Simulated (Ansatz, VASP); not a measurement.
## Li: VASP beside Ansatz

```
Li
1.0
     0.00000    2.20200    2.23503
     2.20200    0.00000    2.23503
     2.20200    2.20200    0.00000
Li
1
Direct
  0.00000 0.00000 0.00000
```

Change from the starting cell: strain +0.000 along x and y, +0.015 along z, atoms carried along.

Alike in both runs: task single point; functional r2SCAN; k mesh 18 × 18 × 18; occupations gaussian, width 0.15 eV; no spin polarisation.

|  | VASP | Ansatz |
| --- | --- | --- |
| version | VASP 6.6.1 | Ansatz 0.2.0 |
| potentials or method | VASP PAW PBE potentials, release 64 (Li_sv), cutoff 830 eV | scalar-relativistic, plane waves, PAW |
| valence electrons in the cell | 3 | 3 |

|  | VASP | Ansatz | Ansatz less VASP |
| --- | --- | --- | --- |
| gap on the k mesh at the Fermi level (eV) | none | none | - |
| pressure (GPa) | -0.5 | -0.4 | +0.10 |
| traceless stress, the component that is largest in VASP (GPa) | -0.13 | -0.05 | +0.082 |

VASP's potentials were made for PBE, not for r2SCAN. A gap of «none» marks a metal or a gap that the smearing closes.
